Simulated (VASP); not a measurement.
# Pb (P6/mmm) in VASP: notebook, part 2 of 2

VASP 6.6.1. The steps go on from the part before.

**4. Single point, LDA (26.86 Å³/atom)**

This run uses another cell than the first one, of 26.86 Å³/atom.

Input file INCAR:

```
SYSTEM = Pb
  ALGO = Normal
  EDIFF = 1E-6
  ENCUT = 520
  GGA = CA
  ISIF = 2
  ISMEAR = -1
  LASPH = .TRUE.
  LCHARG = .TRUE.
  LELF = .TRUE.
  LREAL = .FALSE.
  LVHAR = .TRUE.
  LWAVE = .FALSE.
  NBANDS = 28
  NELM = 100
  PREC = Accurate
  SIGMA = 0.1
```

Input file KPOINTS:

```
k-points
0
G
  8 8 11
  0 0 0
```

Input file POSCAR:

```
Pb
1.0
    5.3504580718      0.0000000000      0.0000000000
   -2.6752290359      4.6336326120      0.0000000000
    0.0000000000      0.0000000000      3.2507079819
Pb
3
Direct
    0.0000000000      1.0000000000      0.0000000000
    0.3333333333      0.6666666667      0.5000000000
    0.6666666667      0.3333333333      0.5000000000
```

Launch:

```sh
$ cat potpaw_LDA.64/Pb_d/POTCAR > POTCAR
$ mpirun -np 1 vasp_std > vasp.out
```

Run time: 60 s. Hardware: 1 thread of Intel Xeon 6975P-C (Granite Rapids), shared host; peak memory 0.22 GiB.

The run converged. Its results:

```
Free energy            : -12.5440 eV
Pressure               : 5.5 GPa
Band gap on the k mesh : zero (bands 21 and 22 overlap by 4.12 eV)
```

Stress tensor (GPa, compression positive):
```
6.18 0.00 0.00
0.00 6.18 0.00
0.00 0.00 4.11
```

Levels at points of the mesh, in eV from the Fermi level:
| k point | band 17 | band 18 | band 19 | band 20 | band 21 | band 22 | band 23 | band 24 | band 25 | band 26 |
| --- | --- | --- | --- | --- | --- | --- | --- | --- | --- | --- |
| (0.00, 0.00, 0.00) | -7.42 | -6.96 | -2.46 | -2.46 | -2.35 | -2.35 | 3.11 | 7.50 | 8.81 | 8.81 |
| (0.50, 0.00, 0.00) | -10.73 | -7.98 | -4.68 | 0.89 | 0.96 | 3.24 | 3.46 | 4.38 | 5.28 | 5.36 |

Caveat: the cell stands under pressure; spin-orbit coupling is left out, which moves the levels of the heavy elements.

**5. Single point, LDA (28.03 Å³/atom)**

This run uses another cell than the first one, of 28.03 Å³/atom.

Input file INCAR:

```
ALGO = Normal
EDIFF = 1E-6
ENCUT = 520
ISIF = 2
ISMEAR = -1
LASPH = T
LCHARG = F
LREAL = F
LWAVE = F
NBANDS = 28
NELM = 60
PREC = Accurate
SIGMA = 0.1
```

Input file KPOINTS:

```
k-points
0
Gamma
  8 8 11
```

Input file POSCAR:

```
Pb
1.0
    5.4269035153      0.0000000000      0.0000000000
   -2.7134517577      4.6998363081      0.0000000000
    0.0000000000      0.0000000000      3.2971529423
Pb
3
Direct
    0.0000000000      1.0000000000      0.0000000000
    0.3333333333      0.6666666667      0.5000000000
    0.6666666667      0.3333333333      0.5000000000
```

Launch:

```sh
$ cat potpaw_LDA.64/Pb_d/POTCAR > POTCAR
$ mpirun -np 1 vasp_std > vasp.out
```

Wall time 78 s (1 thread of Intel Xeon 6975P-C (Granite Rapids), shared host); peak memory 0.23 GiB.

Results (log left out):

| Quantity | Value |
| --- | --- |
| Free energy | -12.6330 eV |
| Pressure | 2.5 GPa |
| Band gap on the k mesh | zero (bands 21 and 22 overlap by 3.96 eV) |

Stress tensor (GPa, compression positive):
```
3.06 0.00 0.00
0.00 3.06 0.00
0.00 0.00 1.41
```

Levels at points of the mesh, in eV from the Fermi level:
| k point | band 19 | band 20 | band 21 | band 22 | band 23 | band 24 |
| --- | --- | --- | --- | --- | --- | --- |
| (0.00, 0.00, 0.00) | -2.33 | -2.33 | -2.22 | -2.22 | 3.05 | 7.32 |
| (0.50, 0.00, 0.00) | -4.45 | 0.79 | 0.86 | 3.14 | 3.39 | 4.24 |

Caveat: spin-orbit coupling is left out, which moves the levels of the heavy elements.

**6. Single point, LDA (29.20 Å³/atom)**

Input file INCAR:

```
PREC = Accurate
ENCUT = 520
EDIFF = 1E-7
ISMEAR = -1
SIGMA = 0.1
LREAL = False
LASPH = True
NELM = 80
ALGO = Normal
ISIF = 2
LWAVE = False
LCHARG = False
GGA = CA
NBANDS = 28
```

Input file KPOINTS:

```
Automatic mesh
0
Gamma
  8 8 11
```

Input file POSCAR:

```
Pb
1.0
    5.5012538984      0.0000000000      0.0000000000
   -2.7506269492      4.7642256287      0.0000000000
    0.0000000000      0.0000000000      3.3423250342
Pb
3
Direct
    0.0000000000      1.0000000000      0.0000000000
    0.3333333333      0.6666666667      0.5000000000
    0.6666666667      0.3333333333      0.5000000000
```

Potentials or basis: VASP PAW LDA potentials, release 64 (Pb_d).

Launch:

```sh
$ cat potpaw_LDA.64/Pb_d/POTCAR > POTCAR
$ mpirun -np 1 vasp_std > vasp.out
```

OUTCAR:

```text
PREC = Accurate
   ENCUT = 520
   EDIFF = 1E-7
   ISMEAR = -1
   LREAL = False
   LASPH = True
   NELM = 80
   ISIF = 2
   GGA = CA

 ion  position               nearest neighbor table
   1  0.000  0.000  0.000-   2 3.59   3 3.59   2 3.59   3 3.59   3 3.59   3 3.59   2 3.59   2 3.59
                             3 3.59   3 3.59   2 3.59   2 3.59
   2  0.333  0.667  0.500-   3 3.18   3 3.18   3 3.18   1 3.59   1 3.59   1 3.59   1 3.59   1 3.59
                             1 3.59
   3  0.667  0.333  0.500-   2 3.18   2 3.18   2 3.18   1 3.59   1 3.59   1 3.59   1 3.59   1 3.59
                             1 3.59

  LATTYP: Found a hexagonal cell.
 ALAT       =     5.5012538984
 C/A-ratio  =     0.6075569490

  Lattice vectors:

 A1 = (   5.5012538984,   0.0000000000,   0.0000000000)
 A2 = (  -2.7506269492,   4.7642256287,   0.0000000000)
 A3 = (   0.0000000000,   0.0000000000,   3.3423250342)

Analysis of symmetry for initial positions (statically):
=====================================================================
 Subroutine PRICEL returns:
 Original cell was already a primitive cell.

 Routine SETGRP: Setting up the symmetry group for a
 hexagonal supercell.

[... 167 lines left out ...]

 E-fermi :   7.3988     XC(G=0): -10.6299

 val. band max:        7.3614955087   @ k =   0.1250   0.1250   0.1818
 cond. band min:       7.4459018519   @ k =   0.2500   0.0000   0.3636
 fundamental gap:      0.0844063432
 Fermi energy:         7.3987742394

 k-point     1 :       0.0000    0.0000    0.0000
  band No.  band energies     occupation
      1      -9.8523      2.00000
      2      -9.7175      2.00000
      3      -9.6237      2.00000
      4      -9.6237      2.00000
      5      -9.5555      2.00000
      6      -9.5555      2.00000
[... 733 lines left out ...]
     27      12.2068      0.00000
     28      14.7819      0.00000

 [... further k-points ...]

------------------------ aborting loop because EDIFF is reached ----------------------------------------

  FORCE on cell =-STRESS in cart. coord.  units (eV):
  Direction    XX          YY          ZZ          XY          YZ          ZX
  --------------------------------------------------------------------------------------
  -------------------------------------------------------------------------------------
  Total        0.3318002      0.3318002     -0.3770492     -0.0000000      0.0000000      0.0000000
  in kB        6.0685444      6.0685444     -6.8961373     -0.0000000      0.0000000      0.0000000
  external PRESSURE =       1.7469839 kB  Pullay stress =       0.0000000 kB

 VOLUME and BASIS-vectors are now :
 -----------------------------------------------------------------------------
  energy-cutoff  :      520.00
  volume of cell :       87.60
      direct lattice vectors                 reciprocal lattice vectors
     5.501253898  0.000000000  0.000000000     0.181776740  0.104948850  0.000000000
    -2.750626949  4.764225629  0.000000000     0.000000000  0.209897700  0.000000000
     0.000000000  0.000000000  3.342325034     0.000000000  0.000000000  0.299192924

 POSITION                                       TOTAL-FORCE (eV/Angst)
 -----------------------------------------------------------------------------------
      0.00000      0.00000      0.00000         0.000000     -0.000000      0.000000
     -0.00000      3.17615      1.67116        -0.000000      0.000000      0.000000
      2.75063      1.58808      1.67116         0.000000     -0.000000     -0.000000
 -----------------------------------------------------------------------------------
    total drift:                               -0.000000      0.000000     -0.000000

  FREE ENERGIE OF THE ION-ELECTRON SYSTEM (eV)
  ---------------------------------------------------
  free  energy   TOTEN  =       -12.6635979647 eV

  energy  without entropy=      -12.6250719276  energy(sigma->0) =      -12.64433495
```

stdout:

```text
POSCAR found type information on POSCAR Pb
 POSCAR found :  1 types and       3 ions
 scaLAPACK will be used
 LDA part: xc-table for (Slater(with rela. corr.)+CA(PZ))
 , standard interpolation
 POSCAR, INCAR and KPOINTS ok, starting setup
 FFT: planning ... GRIDC
 FFT: planning ... GRID_SOFT
 FFT: planning ... GRID
 WAVECAR not read
 entering main loop
```

Run time: 1.9 min. Hardware: 1 thread of Intel Xeon 6975P-C (Granite Rapids), shared host; peak memory 0.24 GiB.

Results:

```yaml
Free_energy: -12.6636 eV
Pressure: 0.2 GPa
Band_gap_on_the_k_mesh: zero (bands 21 and 22 overlap by 3.81 eV)
```

Stress tensor (GPa, compression positive):
```
 0.61  0.00  0.00
 0.00  0.61  0.00
 0.00  0.00 -0.69
```

Levels at points of the mesh, in eV from the Fermi level:
| k point | band 17 | band 18 | band 19 | band 20 | band 21 | band 22 | band 23 | band 24 | band 25 | band 26 |
| --- | --- | --- | --- | --- | --- | --- | --- | --- | --- | --- |
| (0.00, 0.00, 0.00) | -7.45 | -7.00 | -2.21 | -2.21 | -2.10 | -2.10 | 2.98 | 7.15 | 8.01 | 8.01 |
| (0.50, 0.00, 0.00) | -10.27 | -7.92 | -4.23 | 0.69 | 0.77 | 3.05 | 3.32 | 4.11 | 4.93 | 5.01 |

Caveat: spin-orbit coupling is left out, which moves the levels of the heavy elements.

**7. The runs side by side**

```tsv
cell	k mesh	gap on the mesh (eV)	pressure (GPa)
a = 5.501, b = 5.501, c = 3.342 Å, angles 90.0, 90.0, 120.0°, 3 atoms	7 × 7 × 9	none	0.0
a = 5.272, b = 5.272, c = 3.203 Å, angles 90.0, 90.0, 120.0°, 3 atoms	8 × 8 × 11	none	9.3
a = 5.350, b = 5.350, c = 3.251 Å, angles 90.0, 90.0, 120.0°, 3 atoms	8 × 8 × 11	none	5.5
a = 5.427, b = 5.427, c = 3.297 Å, angles 90.0, 90.0, 120.0°, 3 atoms	8 × 8 × 11	none	2.5
a = 5.501, b = 5.501, c = 3.342 Å, angles 90.0, 90.0, 120.0°, 3 atoms	8 × 8 × 11	none	0.2
```

Alike in all rows: task single point; level LDA; potentials or basis VASP PAW LDA potentials, release 64 (Pb_d); no spin polarisation; cutoff (eV) 520; smearing fermi-dirac 0.1 eV.

Caveats: spin-orbit coupling is left out, which moves the levels of the heavy elements; the cell stands under pressure (at least some runs).

Absolute energies hang on the potentials; compare differences alone.
